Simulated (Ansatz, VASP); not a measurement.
HCl: VASP beside Ansatz

```
H Cl
1.0
     0.00000    2.51850    2.51850
     2.51850    0.00000    2.51850
     2.51850    2.51850    0.00000
H Cl
1 1
Direct
  0.00000 0.00000 0.00000
  0.50000 0.50000 0.50000
```

Change from the starting cell: strain -0.080 along x and y, -0.080 along z, atoms carried along.

Alike in both runs: task single point; functional r2SCAN; k mesh 16 × 16 × 16; occupations gaussian, width 0.15 eV; no spin polarisation.

|  | VASP | Ansatz |
| --- | --- | --- |
| version | VASP 6.6.1 | Ansatz 0.2.0 |
| potentials or method | VASP PAW PBE potentials, release 64 (H, Cl), cutoff 520 eV | scalar-relativistic, plane waves, PAW |
| valence electrons in the cell | 8 | 8 |

|  | VASP | Ansatz | Ansatz less VASP |
| --- | --- | --- | --- |
| gap on the k mesh at the Fermi level (eV) | none | none | - |
| pressure (GPa) | -10.1 | -10.0 | +0.13 |

VASP's potentials were made for PBE, not for r2SCAN. A gap of «none» marks a metal or a gap that the smearing closes.
